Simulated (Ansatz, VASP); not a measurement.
In2Sb2Cl in VASP and in Ansatz

Contents of INCAR:

```
ALGO = Normal
DIPOL = 0.5 0.5 0.342
EDIFF = 1E-7
ENCUT = 520
GGA = PE
IDIPOL = 3
ISIF = 2
ISMEAR = 0
IVDW = 12
LASPH = T
LCHARG = F
LDIPOL = T
LREAL = F
LWAVE = F
NBANDS = 30
NELM = 100
PREC = Accurate
SIGMA = 0.1
```

Contents of KPOINTS:

```
k-points
0
Gamma
  6 6 1
```

The input POSCAR:

```
In2Sb2Cl
1.0
    4.6293886023      0.0000000000      0.0000000000
   -2.3146943012      4.0091681336      0.0000000000
    0.0000000000      0.0000000000     22.0151773295
Sb In Cl
2 2 1
Direct
    0.0000000000      0.0000000000      0.1816928358
    0.3333333333      0.6666666667      0.3609342971
    0.3333333333      0.6666666667      0.2246164052
    0.6666666667      0.3333333333      0.3958713209
    1.3333333333      0.6666666667      0.5457679105
```

Input for Ansatz:

```yaml
crystal:
  lattice:
    - [4.6293886023, 0.0, 0.0]
    - [-2.3146943012, 4.0091681336, 0.0]
    - [0.0, 0.0, 22.0151773295]
  atoms:
    - { symbol: Sb, position: [0.0, 0.0, 0.1816928358] }
    - { symbol: In, position: [0.3333333333, 0.6666666667, 0.2246164052] }
    - { symbol: Sb, position: [0.3333333333, 0.6666666667, 0.3609342971] }
    - { symbol: In, position: [0.6666666667, 0.3333333333, 0.3958713209] }
    - { symbol: Cl, position: [1.3333333333, 0.6666666667, 0.5457679105] }
basis:
  ecutwfc: 420
kpoints:
  mp_grid: { grid: [6, 6, 1] }
hamiltonian:
  xc: pbe
  pseudopotentials: { kind: paw, azcp: { folder: soft_1 } }
  dispersion: d3bj
scf:
  occupations: { method: gaussian, width: 0.1 }
output:
  forces: true
  eigenvalues: true
efield:
  axis: 3
  dipole_correction: true
  ramp_width: 0.04
```

Alike in both runs: task single point; functional PBE; dispersion D3(BJ); k mesh 6 × 6 × 1; occupations gaussian, width 0.1 eV; no spin polarisation.

|  | VASP | Ansatz |
| --- | --- | --- |
| version | VASP 6.6.1 | Ansatz 0.2.0 |
| potentials or method | VASP PAW PBE potentials, release 64 (Sb, In_d, Cl), cutoff 520 eV | scalar-relativistic, plane waves, PAW |
| valence electrons in the cell | 43 | 63 |

```csv
,VASP,Ansatz,Ansatz less VASP
gap on the k mesh at the Fermi level (eV),none,none,-
rms of the force components (eV/Å),0.266,0.266,-0.0003
```

A gap of «none» marks a metal or a gap that the smearing closes. VASP's potentials hold 43 valence electrons a cell and Ansatz's 63, so a difference there can come from the potentials and not from the codes.

Spin-orbit coupling is off throughout.
